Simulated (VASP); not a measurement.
# MnF2 (Fm-3m) in VASP: a series of runs

The runs below take MnF2 through single point, with PBE.

Program: VASP 6.6.1. These are calculated values, not measurements. Logs are shortened: lines on timing, memory, paths and dates and some standing lists are left out, and cuts for length are marked.

### 1 The cell of the first run

The structure is cubic, space group Fm-3m (No. 225). The conventional cell has a = 5.236 Å, b = 5.236 Å, c = 5.236 Å, α = 90.00°, β = 90.00°, γ = 90.00°. Within 3.0 Å of Mn (site symmetry m-3m) lie 8 F at 2.27 Å. Within 3.0 Å of F (site symmetry -43m) lie 4 Mn at 2.27 Å and 6 F at 2.62 Å.

The cell was generated, and may not be a known phase.

### 2 Single point, PBE, collinear spin, ferromagnetic start

Input file INCAR:

```
SYSTEM = MnF2
PREC = Accurate ; ENCUT = 520
EDIFF = 1E-7 ; ISMEAR = 0
SIGMA = 0.1 ; LREAL = .False.
LASPH = .True. ; NELM = 150
ALGO = Normal ; ISIF = 2
LWAVE = .False. ; LCHARG = .True.
ISPIN = 2 ; MAGMOM = 4.79 0 0
LORBIT = 11 ; LMAXMIX = 4
GGA = PE ; LELF = .True.
LVHAR = .True. ; NBANDS = 24
```

Input file KPOINTS:

```
regular mesh
0
Gamma
  6 6 6
  0 0 0
```

Input file POSCAR:

```
MnF2
1.0
    0.0000000000      2.6179783000      2.6179783000
    2.6179783000      0.0000000000      2.6179783000
    2.6179783000      2.6179783000      0.0000000000
Mn F
1 2
Direct
    0.0000000000      0.0000000000      0.0000000000
    0.2500000000      0.2500000000      0.2500000000
    0.7500000000      0.7500000000      0.7500000000
```

Potentials or basis: VASP PAW PBE potentials, release 64 (Mn_pv, F).

On the command line:

```
$ cat potpaw_PBE.64/Mn_pv/POTCAR potpaw_PBE.64/F/POTCAR > POTCAR
$ mpirun -np 1 vasp_std > vasp.out
```

OUTCAR:

```text
SYSTEM = MnF2
   PREC = Accurate
   ENCUT = 520
   EDIFF = 1E-7
   ISMEAR = 0
   LREAL = .False.
   LASPH = .True.
   NELM = 150
   ISIF = 2
   ISPIN = 2
   LORBIT = 11
   GGA = PE

 ion  position               nearest neighbor table
   1  0.000  0.000  0.000-   3 2.27   3 2.27   3 2.27   2 2.27   3 2.27   2 2.27   2 2.27   2 2.27

   2  0.250  0.250  0.250-   1 2.27   1 2.27   1 2.27   1 2.27
   3  0.750  0.750  0.750-   1 2.27   1 2.27   1 2.27   1 2.27

  LATTYP: Found a face centered cubic cell.
 ALAT       =     5.2359566000

  Lattice vectors:

 A1 = (   0.0000000000,   2.6179783000,   2.6179783000)
 A2 = (   2.6179783000,   0.0000000000,   2.6179783000)
 A3 = (   2.6179783000,   2.6179783000,   0.0000000000)

Analysis of symmetry for initial positions (statically):
=====================================================================
 Subroutine PRICEL returns:
 Original cell was already a primitive cell.

 Routine SETGRP: Setting up the symmetry group for a
 face centered cubic supercell.

 Subroutine GETGRP returns: Found 48 space group operations
 (whereof 48 operations were pure point group operations)
 out of a pool of 48 trial point group operations.

The static configuration has the point symmetry O_h .

Analysis of symmetry for dynamics (positions and initial velocities):
=====================================================================
 Subroutine PRICEL returns:
 Original cell was already a primitive cell.

 Routine SETGRP: Setting up the symmetry group for a
 face centered cubic supercell.

 Subroutine GETGRP returns: Found 48 space group operations
 (whereof 48 operations were pure point group operations)
 out of a pool of 48 trial point group operations.

The dynamic configuration has the point symmetry O_h .

Analysis of structural, dynamic, and magnetic symmetry:
=====================================================================
 Subroutine PRICEL returns:
 Original cell was already a primitive cell.

 Routine SETGRP: Setting up the symmetry group for a
 face centered cubic supercell.

 Subroutine GETGRP returns: Found 48 space group operations
 (whereof 48 operations were pure point group operations)
 out of a pool of 48 trial point group operations.

The overall configuration has the point symmetry O_h .

 Subroutine INISYM returns: Found 48 space group operations
 (whereof 48 operations are pure point group operations),
 and found     1 'primitive' translations

----------------------------------------------------------------------------------------

                                     Primitive cell

  volume of cell :      35.8863

  direct lattice vectors                    reciprocal lattice vectors
     0.000000000  2.617978300  2.617978300    -0.190987068  0.190987068  0.190987068
     2.617978300  0.000000000  2.617978300     0.190987068 -0.190987068  0.190987068
     2.617978300  2.617978300  0.000000000     0.190987068  0.190987068 -0.190987068

  length of vectors
     3.702380418  3.702380418  3.702380418     0.330799306  0.330799306  0.330799306

  position of ions in fractional coordinates (direct lattice)
     0.000000000  0.000000000  0.000000000
     0.250000000  0.250000000  0.250000000
     0.750000000  0.750000000  0.750000000

  ion indices of the primitive-cell ions
   primitive index   ion index
                 1           1
                 2           2
                 3           3

----------------------------------------------------------------------------------------

 KPOINTS: regular mesh

Automatic generation of k-mesh.
 Grid dimensions read from file:
 generate k-points for:    6    6    6

 Generating k-lattice:

  Cartesian coordinates                     Fractional coordinates (reciprocal lattice)
    -0.031831178  0.031831178  0.031831178     0.166666667  0.000000000  0.000000000
     0.031831178 -0.031831178  0.031831178     0.000000000  0.166666667  0.000000000
     0.031831178  0.031831178 -0.031831178     0.000000000  0.000000000  0.166666667

  Length of vectors
     0.055133218  0.055133218  0.055133218

  Shift w.r.t. Gamma in fractional coordinates (k-lattice)
     0.000000000  0.000000000  0.000000000

 Subroutine IBZKPT returns following result:
 ===========================================

 Found     16 irreducible k-points:

 Following reciprocal coordinates:
            Coordinates               Weight
  0.000000  0.000000  0.000000      1.000000
  0.166667  0.000000  0.000000      8.000000
  0.333333  0.000000  0.000000      8.000000
  0.500000  0.000000  0.000000      4.000000
  0.166667  0.166667  0.000000      6.000000
  0.333333  0.166667  0.000000     24.000000
[... 8 lines left out ...]
 -0.333333  0.333333  0.166667     24.000000
 -0.333333  0.500000  0.166667     12.000000
   k-points           NKPTS =     16   k-points in BZ     NKDIM =     16   number of bands    NBANDS=     24
   number of dos      NEDOS =    301   number of ions     NIONS =      3
   total plane-waves  NPLWV =  21952
   dimension x,y,z NGX =    28 NGY =   28 NGZ =   28
   dimension x,y,z NGXF=    56 NGYF=   56 NGZF=   56
   ions per type =               1   2
   NGX,Y,Z   is equivalent  to a cutoff of  12.57, 12.57, 12.57 a.u.
   NGXF,Y,Z  is equivalent  to a cutoff of  25.15, 25.15, 25.15 a.u.
 SYSTEM =  MnF2
   PREC   = accura    normal or accurate (medium, high low for compatibility)
   ISTART =      0    job   : 0-new  1-cont  2-samecut
   ICHARG =      2    charge: 1-file 2-atom 10-const
   ISPIN  =      2    spin polarized calculation?
   LNONCOLLINEAR =      F non collinear calculations
   LSORBIT =      F    spin-orbit coupling
   LASPH  =      T    aspherical Exc in radial PAW
   ENCUT  =  520.0 eV  38.22 Ry    6.18 a.u.   6.88  6.88  6.88*2*pi/ulx,y,z
   NELM   =    150;   NELMIN=  2; NELMDL= -5     # of ELM steps
   EDIFF  = 0.1E-06   stopping-criterion for ELM
   LREAL  =      F    real-space projection
   EDIFFG = 0.1E-05   stopping-criterion for IOM
   NSW    =      0    number of steps for IOM
   IBRION =     -1    ionic relax: 0-MD 1-quasi-New 2-CG
   NFREE  =      0    steps in history (QN), initial steepest desc. (CG)
   ISIF   =      2    stress and relaxation
   ISYM   =      2    0-nonsym 1-usesym 2-fastsym
   POTIM  = 0.5000    time-step for ionic-motion
   TEBEG  =    0.0;   TEEND  =   0.0 temperature during run
   PSTRESS=    0.0 pullay stress
   NELECT =      27.0000    total number of electrons
   NUPDOWN=      -1.0000    fix difference up-down
   EMIN   =  10.00;   EMAX   =-10.00  energy-range for DOS
   EFERMI =   0.00;   METHOD = LEGACY
   ISMEAR =     0;   SIGMA  =   0.10  broadening in eV -4-tet -1-fermi 0-gaus
   EFERMI_NEDOS =   21; number of points for ismear=-14 and -15
   IALGO  =     38    algorithm
   IMIX   =      4    mixing-type and parameters
     AMIX     =   0.40;   BMIX     =  1.00
     AMIX_MAG =   1.60;   BMIX_MAG =  1.00
  volume/ion in A,a.u.               =      11.96        80.72
  Fermi-wavevector in a.u.,A,eV,Ry     =   1.488973  2.813750 30.164653  2.217039
  Thomas-Fermi vector in A             =   2.601940
   LORBIT       =     11    0 simple, 1 ext, 2 COOP (PROOUT), +10 PAW based schemes
   GGA     = PE    functional components
   LHFCALC =     F    Hartree Fock is set to
   AEXX    =    0.0000 exact exchange contribution
   IVDW    =     0    specifies the selected vdW correction
   LEPSILON=     F    determine dielectric tensor
   LRPA    =     F    only Hartree local field effects (RPA)
 spin polarized calculation
 Gauss-broadening in eV      SIGMA  =   0.10
  energy-cutoff  :      520.00
  volume of cell :       35.89
 maximum number of plane-waves:       982
   NGX = 13   NGY = 13   NGZ = 13

 number of electron      27.0000011 magnetization       4.9999934

 Free energy of the ion-electron system (eV)
  ---------------------------------------------------
  ext. energy  EPLUGINS =         0.00000000
  ---------------------------------------------------
  free energy    TOTEN  =       -19.49361571 eV

  energy without entropy =      -19.49361571  energy(sigma->0) =      -19.49361571

 E-fermi :   3.6226     XC(G=0): -10.3426

 val. band max:        3.2167109974   @ k =   0.0000   0.0000   0.0000
 cond. band min:       5.1627531726   @ k =   0.0000   0.0000   0.0000
 fundamental gap:      1.9460421751
 Fermi energy:         3.6225936496

 spin component 1

 k-point     1 :       0.0000    0.0000    0.0000
  band No.  band energies     occupation
      1     -46.1672      1.00000
      2     -46.1672      1.00000
      3     -46.1672      1.00000
      4     -20.4805      1.00000
      5     -19.1880      1.00000
      6      -2.8579      1.00000
[... 16 lines left out ...]
     23      21.0134      0.00000
     24      25.1049      0.00000
[... 381 lines left out ...]
      1     -46.1751      1.00000
      2     -46.1720      1.00000
      3     -46.1704      1.00000
      4     -19.8519      1.00000
      5     -19.6843      1.00000
      6      -3.5726      1.00000
[... 16 lines left out ...]
     23      22.2219      0.00000
     24      23.0671      0.00000
 Fermi energy:         3.6225936496

 spin component 2

 k-point     1 :       0.0000    0.0000    0.0000
  band No.  band energies     occupation
      1     -41.1651      1.00000
      2     -41.1651      1.00000
      3     -41.1651      1.00000
      4     -20.3020      1.00000
      5     -19.0274      1.00000
      6      -2.2490      1.00000
[... 16 lines left out ...]
     23      22.0326      0.00000
     24      25.7304      0.00000
[... 382 lines left out ...]
      2     -41.1722      1.00000
      3     -41.1697      1.00000
      4     -19.6808      1.00000
      5     -19.5142      1.00000
      6      -3.1686      1.00000
[... 16 lines left out ...]
     23      22.7814      0.00000
     24      23.3691      0.00000

------------------------ aborting loop because EDIFF is reached ----------------------------------------

  FORCE on cell =-STRESS in cart. coord.  units (eV):
  Direction    XX          YY          ZZ          XY          YZ          ZX
  --------------------------------------------------------------------------------------
  -------------------------------------------------------------------------------------
  Total       -0.0405766     -0.0405766     -0.0405766      0.0000000     -0.0000000      0.0000000
  in kB       -1.8115835     -1.8115835     -1.8115835      0.0000000     -0.0000000      0.0000000
  external PRESSURE =      -1.8115835 kB  Pullay stress =       0.0000000 kB

 VOLUME and BASIS-vectors are now :
 -----------------------------------------------------------------------------
  energy-cutoff  :      520.00
  volume of cell :       35.89
      direct lattice vectors                 reciprocal lattice vectors
     0.000000000  2.617978300  2.617978300    -0.190987068  0.190987068  0.190987068
     2.617978300  0.000000000  2.617978300     0.190987068 -0.190987068  0.190987068
     2.617978300  2.617978300  0.000000000     0.190987068  0.190987068 -0.190987068

 POSITION                                       TOTAL-FORCE (eV/Angst)
 -----------------------------------------------------------------------------------
      0.00000      0.00000      0.00000         0.000000     -0.000000     -0.000000
      1.30899      1.30899      1.30899         0.000000      0.000000      0.000000
      3.92697      3.92697      3.92697        -0.000000     -0.000000     -0.000000
 -----------------------------------------------------------------------------------
    total drift:                                0.000000      0.000000      0.000000

  FREE ENERGIE OF THE ION-ELECTRON SYSTEM (eV)
  ---------------------------------------------------
  free  energy   TOTEN  =       -19.4936157131 eV

  energy  without entropy=      -19.4936157131  energy(sigma->0) =      -19.49361571

 total charge

# of ion       s       p       d       tot
------------------------------------------
    1        0.138   6.111   4.910  11.160
    2        1.737   4.357   0.000   6.095
    3        1.737   4.357   0.000   6.095
--------------------------------------------------
tot          3.613  14.826   4.910  23.349

 magnetization (x)

# of ion       s       p       d       tot
------------------------------------------
    1        0.020   0.018   4.573   4.612
    2        0.007   0.075   0.000   0.082
    3        0.007   0.075   0.000   0.082
--------------------------------------------------
tot          0.035   0.168   4.573   4.776
```

Wall time 41 s (1 thread of Oxide Virtual Turin-like, shared host); peak memory 0.14 GiB.

What came out:

* Free energy: -19.4936 eV
* Pressure: -0.2 GPa
* Band gap on the k mesh: 1.95 eV
* Net moment: 5.00 μB per cell
* Site moments: Mn +4.61; F +0.08 μB
* Valence electrons inside the program's atomic spheres: Mn 11.16; F 6.09

Caveat: a cell with one magnetic atom can't hold antiferromagnetic order, which such compounds often take.

### 3 Single point, PBE, collinear spin, ferromagnetic start

Input file INCAR:

```
PREC = Accurate ; ENCUT = 520
EDIFF = 1E-6 ; ISMEAR = 0
SIGMA = 0.02 ; LREAL = False
LASPH = True ; NELM = 150
ALGO = Normal ; ISIF = 2
LWAVE = False ; LCHARG = False
ISPIN = 2 ; MAGMOM = 4.79 0 0
LORBIT = 11 ; LMAXMIX = 4
GGA = PE ; NBANDS = 24
```

Input file KPOINTS:

```
Automatic mesh
0
Gamma
  10 10 10
```

POSCAR is that of step 2.

Potentials or basis: VASP PAW PBE potentials, release 64 (Mn_pv, F).

On the command line:

```
$ cat potpaw_PBE.64/Mn_pv/POTCAR potpaw_PBE.64/F/POTCAR > POTCAR
$ mpirun -np 1 vasp_std > vasp.out
```

It took 2.1 min on 1 thread of Oxide Virtual Turin-like, shared host; peak memory 0.17 GiB.

It converged, with:

* Free energy: -19.4936 eV
* Pressure: -0.2 GPa
* Band gap on the k mesh: 1.95 eV
* Net moment: 5.00 μB per cell
* Site moments: Mn +4.61; F +0.08 μB
* Valence electrons inside the program's atomic spheres: Mn 11.16; F 6.09

Levels at points of the mesh, in eV from the valence-band top:
Spin up:
```
           k point  band 14  band 15  band 16  band 17  band 18  band 19
(0.00, 0.00, 0.00)     0.00     0.00     0.00     1.95    11.06    11.06
(0.50, 0.00, 0.00)    -1.28    -0.18    -0.18     6.57     7.19    13.20
(0.50, 0.50, 0.00)    -1.33    -0.49    -0.49     7.67     8.08     9.75
```
Spin down:
```tsv
k point	band 7	band 8	band 9	band 10	band 11	band 12	band 13	band 14	band 15	band 16
(0.00, 0.00, 0.00)	-5.47	-5.47	-3.44	-3.44	-3.44	2.84	2.84	3.07	4.13	4.13
(0.50, 0.00, 0.00)	-4.82	-4.78	-4.78	-4.34	-4.34	2.98	2.98	3.19	3.92	3.92
(0.50, 0.50, 0.00)	-5.54	-5.54	-3.44	-3.44	-2.95	2.74	3.08	3.18	3.67	3.67
```

Caveat: a cell with one magnetic atom can't hold antiferromagnetic order, which such compounds often take. A k mesh can miss the band edges.
